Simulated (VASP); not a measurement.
Here is a VASP 6.6.1 calculation.

POSCAR

```
Ti
1.0
    2.9500000000      0.0000000000      0.0000000000
   -1.4750000000      2.5547750000      0.0000000000
    0.0000000000      0.0000000000      4.6800000000
Ti
2
Direct
    0.3333333333      0.6666666667      0.2500000000
    0.6647095472      0.3294190943      0.7500000000
```

Contents of INCAR.step1:

```
  PREC = Accurate
  ENCUT = 520
  ISMEAR = -1
  SIGMA = 0.05
  LREAL = F
  LASPH = T
  NELM = 60
  NBANDS = 19
  GGA = PE
  ALGO = Normal
  EDIFF = 1E-4
  LWAVE = T
  LCHARG = F
```

Contents of INCAR.step2:

```
  PREC = Accurate
  ENCUT = 520
  EDIFF = 1E-7
  ISMEAR = -1
  SIGMA = 0.05
  LREAL = F
  LASPH = T
  NELM = 60
  ALGO = Normal
  ISIF = 2
  LWAVE = F
  LCHARG = T
  METAGGA = R2SCAN
  LMIXTAU = T
  LELF = T
  LVHAR = T
  NBANDS = 19
  ISTART = 1
```

File KPOINTS:

```
regular mesh
0
Gamma
  11 11 6
```

Potentials or basis: VASP PAW PBE potentials, release 64 (Ti_sv).

Command:

```bash
$ cat potpaw_PBE.64/Ti_sv/POTCAR > POTCAR
$ cp INCAR.step1 INCAR
$ mpirun -np 1 vasp_std > vasp.out
$ cp INCAR.step2 INCAR
$ mpirun -np 1 vasp_std > vasp.out
```

Q: Estimate the pressure.

A: -1.7 GPa.

Q: Predict the largest force.

A: 0.019 eV/Å.

Stress tensor (GPa, compression positive):
```
-1.76  0.00  0.00
 0.00 -1.45  0.00
 0.00  0.00 -1.93
```

Caveat: the PAW data sets were made with another functional, which shifts forces and pressure a little.
